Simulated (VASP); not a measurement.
# Li2O (Fm-3m) in VASP: G0W0 quasiparticle levels with PBE

Aim: the G0W0 quasiparticle levels of Li2O with PBE.

Program: VASP 6.6.1. These are calculated values, not measurements. Logs are shortened: lines on timing, memory, paths and dates and some standing lists are left out, and cuts for length are marked.

**1. The cell of the first run**

It takes space group Fm-3m (No. 225, cubic). The conventional cell has a = 4.573 Å, b = 4.573 Å, c = 4.573 Å, α = 90.00°, β = 90.00°, γ = 90.00°. Within 2.6 Å of Li (site symmetry -43m) lie 4 O at 1.98 Å and 6 Li at 2.29 Å. Within 2.6 Å of O (site symmetry m-3m) lie 8 Li at 1.98 Å.

**2. G0W0 quasiparticle levels, PBE**

POSCAR reads:

```
Li2O
1.0
    0.0000000000      2.2863695397      2.2863695397
    2.2863695397      0.0000000000      2.2863695397
    2.2863695397      2.2863695397      0.0000000000
Li O
2 1
Direct
    0.7500000000      0.7500000000      0.7500000000
    0.2500000000      0.2500000000      0.2500000000
    0.0000000000      0.0000000000      0.0000000000
```

INCAR.step1 reads:

```
ALGO = Normal ; EDIFF = 1E-8
ENCUT = 500 ; GGA = PE
ISMEAR = 0 ; LASPH = T
LCHARG = F ; LREAL = F
LWAVE = T ; NELM = 100
PREC = Accurate ; SIGMA = 0.01
```

INCAR.step2 reads:

```
ALGO = Exact ; EDIFF = 1E-8
ENCUT = 500 ; GGA = PE
ISMEAR = 0 ; ISTART = 1
LASPH = T ; LCHARG = F
LOPTICS = T ; LREAL = F
LWAVE = T ; NBANDS = 329
NELM = 1 ; PREC = Accurate
SIGMA = 0.01
```

INCAR.step3 reads:

```
ALGO = EVGW0 ; EDIFF = 1E-8
ENCUT = 500 ; ENCUTGW = 200
GGA = PE ; ISMEAR = 0
ISTART = 1 ; LASPH = T
LCHARG = F ; LREAL = F
LWAVE = F ; NBANDS = 329
NBANDSGW = 12 ; NELMGW = 1
NOMEGA = 96 ; OMEGAMAX = 20
PREC = Accurate ; PRECFOCK = Fast
SIGMA = 0.01
```

KPOINTS reads:

```
k-points
0
Gamma
  6 6 6
```

Potentials or basis: VASP PAW PBE potentials, release 64 (Li_GW, O_GW).

Command:

```bash
$ cat potpaw_PBE.64/Li_GW/POTCAR potpaw_PBE.64/O_GW/POTCAR > POTCAR
$ cp INCAR.step1 INCAR
$ mpirun -np 1 vasp_std > vasp.out
$ cp INCAR.step2 INCAR
$ mpirun -np 1 vasp_std > vasp.out
$ cp INCAR.step3 INCAR
$ mpirun -np 1 vasp_std > vasp.out
```

OUTCAR:

```text
EDIFF = 1E-8
   ENCUT = 500
   ENCUTGW = 200
   GGA = PE
   ISMEAR = 0
   ISTART = 1
   LASPH = T
   LREAL = F
   NELMGW = 1
   PREC = Accurate
   PRECFOCK = Fast

 ion  position               nearest neighbor table
   1  0.750  0.750  0.750-   3 1.98   3 1.98   3 1.98   3 1.98   2 2.29   2 2.29   2 2.29   2 2.29
                             2 2.29   2 2.29
   2  0.250  0.250  0.250-   3 1.98   3 1.98   3 1.98   3 1.98   1 2.29   1 2.29   1 2.29   1 2.29
                             1 2.29   1 2.29
   3  0.000  0.000  0.000-   1 1.98   1 1.98   1 1.98   1 1.98   2 1.98   2 1.98   2 1.98   2 1.98

  LATTYP: Found a face centered cubic cell.
 ALAT       =     4.5727390794

  Lattice vectors:

 A1 = (   0.0000000000,   2.2863695397,   2.2863695397)
 A2 = (   2.2863695397,   0.0000000000,   2.2863695397)
 A3 = (   2.2863695397,   2.2863695397,   0.0000000000)

Analysis of symmetry for initial positions (statically):
=====================================================================
 Subroutine PRICEL returns:
 Original cell was already a primitive cell.

 Routine SETGRP: Setting up the symmetry group for a
 face centered cubic supercell.

 Subroutine GETGRP returns: Found 48 space group operations
 (whereof 48 operations were pure point group operations)
 out of a pool of 48 trial point group operations.

The static configuration has the point symmetry O_h .

Analysis of symmetry for dynamics (positions and initial velocities):
=====================================================================
 Subroutine PRICEL returns:
 Original cell was already a primitive cell.

 Routine SETGRP: Setting up the symmetry group for a
 face centered cubic supercell.

 Subroutine GETGRP returns: Found 48 space group operations
 (whereof 48 operations were pure point group operations)
 out of a pool of 48 trial point group operations.

The dynamic configuration has the point symmetry O_h .

 Subroutine INISYM returns: Found 48 space group operations
 (whereof 48 operations are pure point group operations),
 and found     1 'primitive' translations

[... 85 lines left out ...]
   ENCUT  =  500.0 eV  36.75 Ry    6.06 a.u.   5.90  5.90  5.90*2*pi/ulx,y,z
   NELM   =     60;   NELMIN=  2; NELMDL=  0     # of ELM steps
   EDIFF  = 0.1E-07   stopping-criterion for ELM
   LREAL  =      F    real-space projection
   EDIFFG = 0.1E-06   stopping-criterion for IOM
   NSW    =      0    number of steps for IOM
   IBRION =     -1    ionic relax: 0-MD 1-quasi-New 2-CG
   NFREE  =      0    steps in history (QN), initial steepest desc. (CG)
   ISIF   =      0    stress and relaxation
   ISYM   =      3    0-nonsym 1-usesym 2-fastsym
   POTIM  = 0.5000    time-step for ionic-motion
   TEBEG  =    0.0;   TEEND  =   0.0 temperature during run
   PSTRESS=    0.0 pullay stress
   NELECT =       8.0000    total number of electrons
   NUPDOWN=      -1.0000    fix difference up-down
   EMIN   =  10.00;   EMAX   =-10.00  energy-range for DOS
   EFERMI =   0.00;   METHOD = LEGACY
   ISMEAR =     0;   SIGMA  =   0.01  broadening in eV -4-tet -1-fermi 0-gaus
   EFERMI_NEDOS =   21; number of points for ismear=-14 and -15
   IALGO  =     38    algorithm
   IMIX   =      4    mixing-type and parameters
     AMIX     =   0.40;   BMIX     =  1.00
     AMIX_MAG =   1.60;   BMIX_MAG =  1.00
  volume/ion in A,a.u.               =       7.97        53.77
  Fermi-wavevector in a.u.,A,eV,Ry     =   1.136619  2.147899 17.577417  1.291904
  Thomas-Fermi vector in A             =   2.273324
   LORBIT       =      0    0 simple, 1 ext, 2 COOP (PROOUT), +10 PAW based schemes
   GGA     = PE    functional components
   LHFCALC =     T    Hartree Fock is set to
   PRECFOCK=fast      Normal, Fast or Accurate (Low or Medium for compatibility)
   ENCUT4O =  -1.0   cutoff for four orbital integrals eV
   NKREDX  =     1    reduce k-point grid by
   NKREDY  =     1    reduce k-point grid by
   NKREDZ  =     1    reduce k-point grid by
   AEXX    =    1.0000 exact exchange contribution
   HFSCREEN=    0.0000 screening length (either q_TF or 0.3 A-1)
   HFSCREENC=   0.0000 screening length for correlation (either q_TF or 0.3 A-1)
   ENCUTFOCK=  -1.0 apply spherical cutoff to Coloumb kernel
   IVDW    =     0    specifies the selected vdW correction
   LEPSILON=     F    determine dielectric tensor
   LRPA    =     F    only Hartree local field effects (RPA)
   LRPAFORCE           =     F    calculate RPA forces
   ENCUTGW             = 200.0    cutoff for response function in eV
   ENCUTGWSOFT         = 160.0    soft cutoff for Coulomb kernel in GW response function in eV
   ENCUTLF             =  -1.0    cutoff for local field effects
   NELMGW              =     1    number of iterations in solving QP/BSE equation
   NELMHF              =     1    number of iterations in the inner HF iteration
   NKREDLFX            =     1    NKREDLFY  =   1   NKREDLFZ  =   1
 non-spin polarized calculation
 Gauss-broadening in eV      SIGMA  =   0.01
  energy-cutoff  :      500.00
  volume of cell :       23.90
 maximum number of plane-waves:       620
  NGX = 14; NGY = 14; NGZ = 14
   NGX = 11   NGY = 11   NGZ = 11
 maximum number of plane-waves:       169

 QP shifts <psi_nk| G(iteration)W_0 |psi_nk>: iteration 1
 for sc-GW calculations column KS-energies equals QP-energies in previous step
 and V_xc(KS)=  KS-energies - (<T + V_ion + V_H > + <T+V_H+V_ion>^1  + <V_x>^1)

 k-point   1 :       0.0000    0.0000    0.0000
  band No.  KS-energies  QP-energies   sigma(KS)   V_xc(KS)     V^pw_x(r,r')   Z            occupation Imag(sigma)

      1     -17.7554     -20.1646     -22.4389     -18.9989     -30.5857       0.7003       2.0000       1.0700
      2      -2.2051      -3.8129     -21.1474     -19.0486     -24.6458       0.7661       2.0000       0.0653
      3      -2.2051      -3.8129     -21.1474     -19.0486     -24.6458       0.7661       2.0000       0.0653
      4      -2.2051      -3.8129     -21.1474     -19.0486     -24.6458       0.7661       2.0000       0.0653
      5       3.3019       4.2222      -8.2913      -9.3959      -4.8683       0.8331       0.0000      -0.0408
      6       9.9293      11.3699      -6.4868      -8.2077      -2.5648       0.8372       0.0000      -0.0501
      7       9.9293      11.3699      -6.4868      -8.2077      -2.5648       0.8372       0.0000      -0.0501
      8       9.9293      11.3699      -6.4868      -8.2077      -2.5648       0.8372       0.0000      -0.0501
      9      17.1733      17.8719      -6.3631      -7.3026      -1.2426       0.7435       0.0000      -0.4671
     10      17.1733      17.8719      -6.3631      -7.3026      -1.2426       0.7435       0.0000      -0.4671
     11      17.1733      17.8719      -6.3631      -7.3026      -1.2426       0.7435       0.0000      -0.4671
     12      19.4805      20.5572      -7.6378      -8.9066      -2.8632       0.8485       0.0000      -0.5744
[... 228 lines left out ...]
      1     -17.4304     -19.7898     -22.8506     -19.5667     -31.0281       0.7185       2.0000       1.0791
      2      -3.9912      -5.7896     -18.2448     -15.8828     -21.6891       0.7614       2.0000       0.0733
      3      -3.7835      -5.6794     -19.2132     -16.7095     -22.8687       0.7573       2.0000       0.0743
      4      -3.6839      -5.5059     -19.2388     -16.8383     -22.8387       0.7590       2.0000       0.0732
      5       4.3333       5.3016      -8.5618      -9.7326      -5.2383       0.8271       0.0000      -0.0416
      6       9.4011      10.7970      -8.4043     -10.1539      -4.1537       0.7978       0.0000      -0.0750
      7      11.9537      13.4981     -10.0832     -12.0460      -5.3798       0.7868       0.0000      -0.1703
      8      12.5913      14.0534     -10.6222     -12.5406      -5.7553       0.7622       0.0000      -0.2200
      9      14.9575      16.1627      -6.9261      -8.4281      -2.4853       0.8024       0.0000      -0.1195
     10      18.1602      19.5185      -6.8106      -8.4792      -2.0432       0.8140       0.0000      -0.3014
     11      20.2986      21.8891      -8.3203     -10.2002      -3.1605       0.8460       0.0000      -0.7800
     12      22.2890      24.1270      -6.7637      -9.0731      -2.0308       0.7959       0.0000      -0.3443
```

It took 34 min on 1 thread of AMD EPYC 7R43 (Zen 3), shared host; peak memory 1.1 GiB.

What came out:

| Quantity | Value |
| --- | --- |
| Quasiparticle gap | 7.49 eV |
| Least direct quasiparticle gap | 8.04 eV |
| Band gap of the starting levels on the mesh | 5.04 eV |
| Least direct gap of the starting levels on the mesh | 5.51 eV |

Caveat: the k points lie up to 0.40 Å⁻¹ apart; bands, screening cutoff and mesh are small and nothing is extrapolated, so the quasiparticle values aren't converged.
